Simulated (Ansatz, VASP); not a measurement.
Si: VASP beside Ansatz

File INCAR:

```
SYSTEM = Si
PREC     = Accurate       ! precision mode
ENCUT    = 520            ! plane-wave cutoff, eV
EDIFF    = 1E-6           ! SCF threshold, eV
ISMEAR   = 0              ! smearing method
SIGMA    = 0.1            ! smearing width, eV
LREAL    = .FALSE.        ! projectors in reciprocal space
LASPH    = .TRUE.         ! aspherical terms in the spheres
NELM     = 60             ! most SCF steps
ALGO     = Fast           ! electronic algorithm
ISIF     = 2              ! what is computed and relaxed
LWAVE    = .FALSE.        ! write WAVECAR
LCHARG   = .FALSE.        ! write CHGCAR
GGA      = PS             ! functional
NBANDS   = 8              ! bands
```

KPOINTS

```
regular mesh
0
G
  18 18 18
  0 0 0
```

POSCAR

```
Si
1.0
    0.0000000000      1.9299197380      1.9299197380
    1.9299197380      0.0000000000      1.9299197380
    1.9299197380      1.9299197380      0.0000000000
Si
1
Direct
    0.0000000000      0.0000000000      0.0000000000
```

Input for Ansatz:

```yaml
crystal:
  lattice:
    - [0.0, 1.929919738, 1.929919738]
    - [1.929919738, 0.0, 1.929919738]
    - [1.929919738, 1.929919738, 0.0]
  atoms:
    - { symbol: Si, position: [0.0, 0.0, 0.0] }
basis:
  ecutwfc: 420
kpoints:
  mp_grid: { grid: [18, 18, 18] }
hamiltonian:
  xc: pbesol
scf:
  occupations: { method: gaussian, width: 0.1 }
output:
  forces: true
  stress: true
  eigenvalues: true
  populations: true
```

Alike in both runs: task single point; functional PBEsol; k mesh 18 × 18 × 18; occupations gaussian, width 0.1 eV; no spin polarisation.

|  | VASP | Ansatz |
| --- | --- | --- |
| version | VASP 6.6.1 | Ansatz 0.2.0 |
| potentials or method | VASP PAW PBE potentials, release 64 (Si), cutoff 520 eV | scalar-relativistic, plane waves, PAW |
| valence electrons in the cell | 4 | 4 |

|  | VASP | Ansatz | Ansatz less VASP |
| --- | --- | --- | --- |
| gap on the k mesh at the Fermi level (eV) | none | none | - |
| pressure (GPa) | -1.4 | -1.5 | -0.14 |

VASP's potentials were made for PBE, not for PBEsol. A gap of «none» marks a metal or a gap that the smearing closes.
